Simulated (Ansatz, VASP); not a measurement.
One calculation of SnSe, two programs

```
Sn Se
1.0
     4.28533    0.00000    0.00000
     0.00000    4.28533    0.00000
     0.00000    0.00000   10.99069
Sn Se
2 2
Direct
  0.50000 0.00000 0.37223
  0.00000 0.50000 0.62777
  0.50000 0.00000 0.60922
  0.00000 0.50000 0.37714
```

Change from the starting cell: all Se atoms moved +0.075 Å, as atom 3 towards its neighbour atom 1 (Sn) at 2.680 Å.

Alike in both runs: task single point; functional LDA; k mesh 6 × 6 × 4; occupations gaussian, width 0.05 eV; no spin polarisation.

```csv
,VASP,Ansatz
version,VASP 6.6.1,Ansatz 0.2.0
potentials or method,"VASP PAW LDA potentials, release 64 (Sn_d, Se), cutoff 520 eV","scalar-relativistic, plane waves, PAW"
valence electrons in the cell,40,60
```

|  | VASP | Ansatz | Ansatz less VASP |
| --- | --- | --- | --- |
| gap on the k mesh at the Fermi level (eV) | 1.41 | 1.42 | +0.013 |
| least direct gap on the mesh (eV) | 1.41 | 1.42 | +0.013 |
| rms of the force components (eV/Å) | 0.297 | 0.297 | +0.0001 |

LDA's correlation is that of Perdew and Zunger in VASP and of Perdew and Wang (1992) in Ansatz. Atom by atom the forces differ by 0.013 eV/Å (rms over components). VASP's potentials hold 40 valence electrons a cell and Ansatz's 60, so a difference there can come from the potentials and not from the codes.
